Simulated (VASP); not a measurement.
# Sn2GeP2 (I4/mmm) in VASP: single point with PBE

Aim: the single point of Sn2GeP2 with PBE.

Everything below comes from runs of VASP 6.6.1. Logs are shortened: lines on timing, memory, paths and dates and some standing lists are left out, and cuts for length are marked.

## 1. The cell of the first run

The structure is tetragonal, space group I4/mmm (No. 139). Conventional cell: a = 5.364 Å, b = 5.364 Å, c = 7.707 Å, α = 90.00°, β = 90.00°, γ = 90.00°. Sn (site symmetry -4m2) has 4 P at 2.80 Å and 4 Ge at 3.30 Å and 6 Sn at 3.79 to 3.85 Å within 3.9 Å. Within 3.6 Å of Ge (site symmetry 4/mmm) lie 2 P at 2.73 Å and 8 Sn at 3.30 Å. P (site symmetry 4mm) has 1 P at 2.26 Å and 1 Ge at 2.73 Å and 4 Sn at 2.80 Å within 3.0 Å.

## 2. Single point, PBE

Contents of POSCAR:

```
Sn2GeP2
1.0
   -2.6821572334      2.6821572334      3.8534493389
    2.6821572334     -2.6821572334      3.8534493389
    2.6821572334      2.6821572334     -3.8534493389
Sn Ge P
2 1 2
Direct
    0.2500000000      0.7500000000      0.5000000000
    0.7500000000      0.2500000000      0.5000000000
    0.0000000000      0.0000000000      0.0000000000
    0.6463169804      0.6463169804      0.0000000000
    0.3536830196      0.3536830196      0.0000000000
```

Contents of INCAR.step1:

```
SYSTEM = Sn2GeP2
ALGO = Normal ; EDIFF = 1E-7
ENCUT = 520 ; GGA = PE
ISIF = 2 ; ISMEAR = 0
LASPH = .True. ; LCHARG = .True.
LREAL = .False. ; LWAVE = .False.
NBANDS = 34 ; NELM = 80
PREC = Accurate ; SIGMA = 0.1
```

Contents of KPOINTS.step1:

```
k-points
0
Gamma
  10 10 10
  0 0 0
```

Contents of INCAR.step2:

```
SYSTEM = Sn2GeP2
ALGO = Normal ; EDIFF = 1E-7
ENCUT = 520 ; GGA = PE
ICHARG = 11 ; ISIF = 2
ISMEAR = -5 ; LASPH = .True.
LCHARG = .False. ; LORBIT = 11
LREAL = .False. ; LWAVE = .False.
NEDOS = 1001 ; NELM = 80
PREC = Accurate ; SIGMA = 0.1
```

Contents of KPOINTS.step2:

```
k-points
0
Gamma
  15 15 15
  0 0 0
```

Potentials or basis: VASP PAW PBE potentials, release 64 (Sn_d, Ge_d, P).

On the command line:

```sh
> cat potpaw_PBE.64/Sn_d/POTCAR potpaw_PBE.64/Ge_d/POTCAR potpaw_PBE.64/P/POTCAR > POTCAR
> cp INCAR.step1 INCAR
> cp KPOINTS.step1 KPOINTS
> mpirun -np 1 vasp_std > vasp.out
> cp INCAR.step2 INCAR
> cp KPOINTS.step2 KPOINTS
> mpirun -np 1 vasp_std > vasp.out
```

OUTCAR:

```text
SYSTEM = Sn2GeP2
   EDIFF = 1E-7
   ENCUT = 520
   GGA = PE
   ICHARG = 11
   ISIF = 2
   ISMEAR = -5
   LASPH = .True.
   LORBIT = 11
   LREAL = .False.
   NELM = 80
   PREC = Accurate

 ion  position               nearest neighbor table
   1  0.250  0.750  0.500-   5 2.80   4 2.80   5 2.80   4 2.80   3 3.30   3 3.30   3 3.30   3 3.30

   2  0.750  0.250  0.500-   5 2.80   4 2.80   5 2.80   4 2.80   3 3.30   3 3.30   3 3.30   3 3.30

   3  0.000  0.000  0.000-   4 2.73   5 2.73   1 3.30   2 3.30   2 3.30   1 3.30   1 3.30   2 3.30
                             2 3.30   1 3.30
   4  0.646  0.646  0.000-   5 2.26   3 2.73   1 2.80   2 2.80   1 2.80   2 2.80
   5  0.354  0.354  0.000-   4 2.26   3 2.73   1 2.80   2 2.80   1 2.80   2 2.80

  LATTYP: Found a body centered tetragonal cell.
 ALAT       =     5.3643144668
 C/A-ratio  =     1.4366977785

  Lattice vectors:

 A1 = (  -2.6821572334,   2.6821572334,   3.8534493389)
 A2 = (   2.6821572334,  -2.6821572334,   3.8534493389)
 A3 = (   2.6821572334,   2.6821572334,  -3.8534493389)

Analysis of symmetry for initial positions (statically):
=====================================================================
 Subroutine PRICEL returns:
 Original cell was already a primitive cell.

 Routine SETGRP: Setting up the symmetry group for a
 body centered tetragonal supercell.

 Subroutine GETGRP returns: Found 16 space group operations
 (whereof 16 operations were pure point group operations)
 out of a pool of 16 trial point group operations.

The static configuration has the point symmetry D_4h.

Analysis of symmetry for dynamics (positions and initial velocities):
=====================================================================
 Subroutine PRICEL returns:
 Original cell was already a primitive cell.

 Routine SETGRP: Setting up the symmetry group for a
 body centered tetragonal supercell.

 Subroutine GETGRP returns: Found 16 space group operations
 (whereof 16 operations were pure point group operations)
 out of a pool of 16 trial point group operations.

The dynamic configuration has the point symmetry D_4h.

 Subroutine INISYM returns: Found 16 space group operations
 (whereof 16 operations are pure point group operations),
 and found     1 'primitive' translations

----------------------------------------------------------------------------------------

                                     Primitive cell

  volume of cell :     110.8864

  direct lattice vectors                    reciprocal lattice vectors
    -2.682157233  2.682157233  3.853449339     0.000000000  0.186417110  0.129753879
     2.682157233 -2.682157233  3.853449339     0.186417110  0.000000000  0.129753879
     2.682157233  2.682157233 -3.853449339     0.186417110  0.186417110  0.000000000

  length of vectors
     5.407125545  5.407125545  5.407125545     0.227128616  0.227128616  0.263633605

  position of ions in fractional coordinates (direct lattice)
     0.250000000  0.750000000  0.500000000
     0.750000000  0.250000000  0.500000000
     0.000000000  0.000000000  0.000000000
     0.646316980  0.646316980  0.000000000
     0.353683020  0.353683020  0.000000000

  ion indices of the primitive-cell ions
   primitive index   ion index
                 1           1
                 2           2
                 3           3
                 4           4
                 5           5

----------------------------------------------------------------------------------------

 KPOINTS: k-points

Automatic generation of k-mesh.
 Grid dimensions read from file:
 generate k-points for:   15   15   15

 Generating k-lattice:

  Cartesian coordinates                     Fractional coordinates (reciprocal lattice)
     0.000000000  0.012427807  0.008650259     0.066666667  0.000000000  0.000000000
     0.012427807  0.000000000  0.008650259     0.000000000  0.066666667  0.000000000
     0.012427807  0.012427807  0.000000000     0.000000000  0.000000000  0.066666667

  Length of vectors
     0.015141908  0.015141908  0.017575574

  Shift w.r.t. Gamma in fractional coordinates (k-lattice)
     0.000000000  0.000000000  0.000000000

 TETIRR: Found   4311 inequivalent tetrahedra from    20250

 Subroutine IBZKPT returns following result:
 ===========================================

 Found    288 irreducible k-points:

 Following reciprocal coordinates:
            Coordinates               Weight
  0.000000  0.000000  0.000000      1.000000
  0.066667  0.000000  0.000000      8.000000
  0.133333  0.000000  0.000000      8.000000
  0.200000 -0.000000  0.000000      8.000000
  0.266667  0.000000  0.000000      8.000000
  0.333333  0.000000 -0.000000      8.000000
[... 16 lines left out ...]
  0.133333  0.133333  0.000000      8.000000
  0.200000  0.133333  0.000000     16.000000
 [... further k-points ...]
   k-points           NKPTS =    288   k-points in BZ     NKDIM =    288   number of bands    NBANDS=     31
   number of dos      NEDOS =   1001   number of ions     NIONS =      5
   total plane-waves  NPLWV =  64000
   dimension x,y,z NGX =    40 NGY =   40 NGZ =   40
   dimension x,y,z NGXF=    80 NGYF=   80 NGZF=   80
   ions per type =               2   1   2
   NGX,Y,Z   is equivalent  to a cutoff of  12.30, 12.30, 12.30 a.u.
   NGXF,Y,Z  is equivalent  to a cutoff of  24.60, 24.60, 24.60 a.u.
 SYSTEM =  Sn2GeP2
   PREC   = accura    normal or accurate (medium, high low for compatibility)
   ISTART =      0    job   : 0-new  1-cont  2-samecut
   ICHARG =     11    charge: 1-file 2-atom 10-const
   ISPIN  =      1    spin polarized calculation?
   LNONCOLLINEAR =      F non collinear calculations
   LSORBIT =      F    spin-orbit coupling
   LASPH  =      T    aspherical Exc in radial PAW
   ENCUT  =  520.0 eV  38.22 Ry    6.18 a.u.  10.05 10.05 10.05*2*pi/ulx,y,z
   NELM   =     80;   NELMIN=  2; NELMDL=  0     # of ELM steps
   EDIFF  = 0.1E-06   stopping-criterion for ELM
   LREAL  =      F    real-space projection
   EDIFFG = 0.1E-05   stopping-criterion for IOM
   NSW    =      0    number of steps for IOM
   IBRION =     -1    ionic relax: 0-MD 1-quasi-New 2-CG
   NFREE  =      0    steps in history (QN), initial steepest desc. (CG)
   ISIF   =      2    stress and relaxation
   ISYM   =      2    0-nonsym 1-usesym 2-fastsym
   POTIM  = 0.5000    time-step for ionic-motion
   TEBEG  =    0.0;   TEEND  =   0.0 temperature during run
   PSTRESS=    0.0 pullay stress
   NELECT =      52.0000    total number of electrons
   NUPDOWN=      -1.0000    fix difference up-down
   EMIN   =  10.00;   EMAX   =-10.00  energy-range for DOS
   EFERMI =   0.00;   METHOD = LEGACY
   ISMEAR =    -5;   SIGMA  =   0.10  broadening in eV -4-tet -1-fermi 0-gaus
   EFERMI_NEDOS =   21; number of points for ismear=-14 and -15
   IALGO  =     38    algorithm
   IMIX   =      4    mixing-type and parameters
     AMIX     =   0.40;   BMIX     =  1.00
     AMIX_MAG =   1.60;   BMIX_MAG =  1.00
  volume/ion in A,a.u.               =      22.18       149.66
  Fermi-wavevector in a.u.,A,eV,Ry     =   1.271891  2.403526 22.010238  1.617707
  Thomas-Fermi vector in A             =   2.404799
   LORBIT       =     11    0 simple, 1 ext, 2 COOP (PROOUT), +10 PAW based schemes
   GGA     = PE    functional components
   LHFCALC =     F    Hartree Fock is set to
   AEXX    =    0.0000 exact exchange contribution
   IVDW    =     0    specifies the selected vdW correction
   LEPSILON=     F    determine dielectric tensor
   LRPA    =     F    only Hartree local field effects (RPA)
 non-spin polarized calculation
 Fermi weights with tetrahedron method with Bloechl corrections
  energy-cutoff  :      520.00
  volume of cell :      110.89
 maximum number of plane-waves:      3010

 number of electron      51.9999984 magnetization

 Free energy of the ion-electron system (eV)
  ---------------------------------------------------
  ext. energy  EPLUGINS =         0.00000000
  ---------------------------------------------------
  free energy    TOTEN  =       -21.71041338 eV

  energy without entropy =      -21.71041338  energy(sigma->0) =      -21.71041338

 E-fermi :   7.2242     XC(G=0): -10.3880

 val. band max:        7.3290161340   @ k =  -0.3333   0.4667   0.2667
 cond. band min:       7.1190837875   @ k =   0.2667   0.2667   0.0000
 fundamental gap:     -0.2099323465
 Fermi energy:         7.2241645654

 k-point     1 :       0.0000    0.0000    0.0000
  band No.  band energies     occupation
      1     -17.4896      2.00000
      2     -17.4794      2.00000
      3     -17.4794      2.00000
      4     -17.4675      2.00000
      5     -17.4643      2.00000
      6     -14.3168      2.00000
[... 23 lines left out ...]
     30      10.2832      0.00000
     31      12.9095      0.00000

 k-point     2 :       0.0667    0.0000    0.0000
  band No.  band energies     occupation
      1     -17.4896      2.00000
      2     -17.4794      2.00000
      3     -17.4794      2.00000
      4     -17.4675      2.00000
      5     -17.4643      2.00000
      6     -14.3160      2.00000
[... 23 lines left out ...]
     30      10.3856      0.00000
     31      12.5340      0.00000

 k-point     3 :       0.1333    0.0000    0.0000
  band No.  band energies     occupation
      1     -17.4896      2.00000
      2     -17.4794      2.00000
      3     -17.4794      2.00000
      4     -17.4675      2.00000
      5     -17.4643      2.00000
      6     -14.3139      2.00000
[... 23 lines left out ...]
     30      10.6770      0.00000
     31      11.7080      0.00000

 k-point     4 :       0.2000   -0.0000    0.0000
  band No.  band energies     occupation
      1     -17.4896      2.00000
      2     -17.4794      2.00000
      3     -17.4794      2.00000
      4     -17.4674      2.00000
      5     -17.4643      2.00000
      6     -14.3104      2.00000
[... 23 lines left out ...]
     30      10.8352      0.00000
     31      11.1134      0.00000

 k-point     5 :       0.2667    0.0000    0.0000
  band No.  band energies     occupation
      1     -17.4896      2.00000
      2     -17.4794      2.00000
      3     -17.4794      2.00000
      4     -17.4674      2.00000
      5     -17.4643      2.00000
      6     -14.3059      2.00000
[... 23 lines left out ...]
     30      10.1801      0.00000
     31      11.2890      0.00000
[... 542 lines left out ...]
     30      10.7340      0.00000
     31      11.9559      0.00000

 k-point    22 :      -0.0667    0.0667    0.0000
  band No.  band energies     occupation
      1     -17.4896      2.00000
      2     -17.4794      2.00000
      3     -17.4794      2.00000
      4     -17.4675      2.00000
      5     -17.4643      2.00000
      6     -14.3152      2.00000
[... 23 lines left out ...]
     30      10.4676      0.00000
     31      12.5330      0.00000

 k-point    23 :       0.1333    0.1333    0.0000
  band No.  band energies     occupation
      1     -17.4896      2.00000
      2     -17.4794      2.00000
      3     -17.4794      2.00000
      4     -17.4675      2.00000
      5     -17.4643      2.00000
      6     -14.3116      2.00000
[... 23 lines left out ...]
     30      10.3620      0.00000
     31      11.1694      0.00000

 k-point    24 :       0.2000    0.1333    0.0000
  band No.  band energies     occupation
      1     -17.4896      2.00000
      2     -17.4794      2.00000
      3     -17.4794      2.00000
      4     -17.4674      2.00000
      5     -17.4643      2.00000
      6     -14.3084      2.00000
[... 23 lines left out ...]
     30       9.7781      0.00000
     31      11.5445      0.00000

 [... further k-points ...]

------------------------ aborting loop because EDIFF is reached ----------------------------------------

  FORCE on cell =-STRESS in cart. coord.  units (eV):
  Direction    XX          YY          ZZ          XY          YZ          ZX
  --------------------------------------------------------------------------------------
  -------------------------------------------------------------------------------------
  Total       -0.1986466     -0.1986466      0.0175187      0.0000000      0.0000000      0.0000000
  in kB       -2.8702096     -2.8702096      0.2531242      0.0000000      0.0000000      0.0000000
  external PRESSURE =      -1.8290983 kB  Pullay stress =       0.0000000 kB

 VOLUME and BASIS-vectors are now :
 -----------------------------------------------------------------------------
  energy-cutoff  :      520.00
  volume of cell :      110.89
      direct lattice vectors                 reciprocal lattice vectors
    -2.682157233  2.682157233  3.853449339     0.000000000  0.186417110  0.129753879
     2.682157233 -2.682157233  3.853449339     0.186417110  0.000000000  0.129753879
     2.682157233  2.682157233 -3.853449339     0.186417110  0.186417110  0.000000000

 POSITION                                       TOTAL-FORCE (eV/Angst)
 -----------------------------------------------------------------------------------
      2.68216      0.00000      1.92672         0.000000      0.000000     -0.000000
      0.00000      2.68216      1.92672         0.000000      0.000000      0.000000
      0.00000      0.00000      0.00000         0.000000      0.000000     -0.000000
      0.00000      0.00000      4.98110        -0.000000     -0.000000     -0.055439
      0.00000      0.00000      2.72580        -0.000000     -0.000000      0.055439
 -----------------------------------------------------------------------------------
    total drift:                               -0.000000     -0.000000     -0.000000

  FREE ENERGIE OF THE ION-ELECTRON SYSTEM (eV)
  ---------------------------------------------------
  free  energy   TOTEN  =       -21.7104133828 eV

  energy  without entropy=      -21.7104133828  energy(sigma->0) =      -21.71041338

 total charge

# of ion       s       p       d       tot
------------------------------------------
    1        1.257   0.882  10.007  12.146
    2        1.257   0.882  10.007  12.146
    3        1.274   0.864   9.996  12.134
    4        1.093   1.336   0.000   2.429
    5        1.093   1.336   0.000   2.429
--------------------------------------------------
tot          5.973   5.301  30.010  41.284
```

Run time: 6.5 min. Hardware: 1 thread of Intel Xeon 6975P-C (Granite Rapids), shared host; peak memory 0.93 GiB.

Results:

```yaml
Valence_electrons_inside_the_program's_atomic_spheres: Sn 12.15; Ge 12.13; P 2.43
```

Levels at points of the mesh, in eV from the Fermi level:
```
           k point  band 22  band 23  band 24  band 25  band 26  band 27  band 28  band 29  band 30  band 31
(0.00, 0.00, 0.00)    -4.26    -3.37    -3.37    -2.24    -2.16    -1.11    -1.11    -1.06     3.06     5.69
```

Caveat: spin-orbit coupling is left out, which moves the levels of the heavy elements; tetrahedron occupations give inexact forces and stress in metals.
